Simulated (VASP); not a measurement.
Write the native input for VASP 6.6.1 that does the following.

- Task: single point
- Functional: PBE
- Potentials or basis: VASP PAW PBE potentials, release 64 (Hf_pv, N)
- Cutoff: 520 eV
- k mesh: 12 × 12 × 12
- Occupations: gaussian, width 0.1 eV
- Spin: no spin polarisation
- Dipole correction: no
- Further INCAR settings: ALGO = Normal; EDIFF = 1e-06; NBANDS = 14

The structure of HfN lies in POSCAR:

```
HfN
1.0
   -0.0227071035      2.5357574813      2.5308478373
    2.4780691643     -0.0042959385      2.5124366723
    2.4824632957      2.5217404477     -0.0086900699
Hf N
1 1
Direct
    0.0103082830     -0.0014481702     -0.0034809041
    0.7396917170      0.7514481702      0.7534809041
```

This cell differs from its parent crystal: atoms moved at random and the cell strained at random.

These files were run (other wordings do the same):

INCAR

```
SYSTEM = HfN
ALGO = Normal
EDIFF = 1E-6
ENCUT = 520
GGA = PE
ISIF = 2
ISMEAR = 0
LASPH = .True.
LCHARG = .True.
LELF = .True.
LREAL = .False.
LVHAR = .True.
LWAVE = .False.
NBANDS = 14
NELM = 60
PREC = Accurate
SIGMA = 0.1
```

KPOINTS

```
k-points
0
Gamma
  12 12 12
  0 0 0
```

Potentials or basis: VASP PAW PBE potentials, release 64 (Hf_pv, N).

The run is started by

```sh
$ cat potpaw_PBE.64/Hf_pv/POTCAR potpaw_PBE.64/N/POTCAR > POTCAR
$ mpirun -np 1 vasp_std > vasp.out
```

Results of the run:

```json
{
 "Pressure": "-12.5 GPa",
 "Largest force": "0.436 eV/Å"
}
```

Caveat: the cell differs from its parent crystal (atoms moved at random and the cell strained at random).

Wall time 14 min on 1 thread of AMD EPYC 7R13, with other jobs on the host, peak memory 0.47 GiB.
